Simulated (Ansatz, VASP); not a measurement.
Two plane-wave programs on Mg

```xyz
2
Lattice="3.0809 0.0000 0.0000 -1.5405 2.6681 0.0000 0.0000 0.0000 5.6272" Properties=species:S:1:pos:R:3 pbc="T T T"
Mg    0.0000    1.7788    1.4068
Mg    1.5405    0.8894    4.2204
```

Change from the starting cell: strain -0.040 along x and y, +0.080 along z, atoms carried along.

Alike in both runs: task single point; functional PBE; k mesh 18 × 18 × 10; occupations gaussian, width 0.15 eV; no spin polarisation.

|  | VASP | Ansatz |
| --- | --- | --- |
| version | VASP 6.6.1 | Ansatz 0.2.0 |
| potentials or method | VASP PAW PBE potentials, release 64 (Mg), cutoff 520 eV | scalar-relativistic, plane waves, PAW |
| valence electrons in the cell | 4 | 20 |

```csv
,VASP,Ansatz,Ansatz less VASP
gap on the k mesh at the Fermi level (eV),none,none,-
pressure (GPa),0.3,0.4,+0.12
"traceless stress, the component that is largest in VASP (GPa)",-3.29,-3.30,-0.004
```

A gap of «none» marks a metal or a gap that the smearing closes. VASP's potentials hold 4 valence electrons a cell and Ansatz's 20, so a difference there can come from the potentials and not from the codes.
